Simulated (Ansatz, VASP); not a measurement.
# One calculation of PtSe2, two programs

```
Pt Se
1.0
     3.74924    0.00000    0.00000
    -1.87462    3.24693    0.00000
     0.00000    0.00000    6.52903
Pt Se
1 2
Direct
  0.00000 0.00000 0.00000
  0.33333 0.66667 0.20064
  0.66667 0.33333 0.79936
```

Alike in both runs: task single point; functional PBE; k mesh 8 × 8 × 4; non-collinear spin, spin-orbit coupling.

|  | VASP | Ansatz |
| --- | --- | --- |
| version | VASP 6.6.1 | Ansatz 0.2.0 |
| potentials or method | VASP PAW PBE potentials, release 64 (Pt, Se), cutoff 520 eV | plane waves, PAW |
| occupations | methfessel-paxton of order 1, width 0.05 eV | cold, width 0.05 eV |
| valence electrons in the cell | 22 | 50 |

Ansatz gave:

```
pressure (GPa)                     : 0.0
rms of the force components (eV/Å) : 0.001
```

Q: What did VASP give for the same quantities?

A: Pressure (GPa): 0.1; rms of the force components (eV/Å): 0.004.

Atom by atom the forces differ by 0.005 eV/Å (rms over components). VASP's potentials hold 22 valence electrons a cell and Ansatz's 50, so a difference there can come from the potentials and not from the codes.
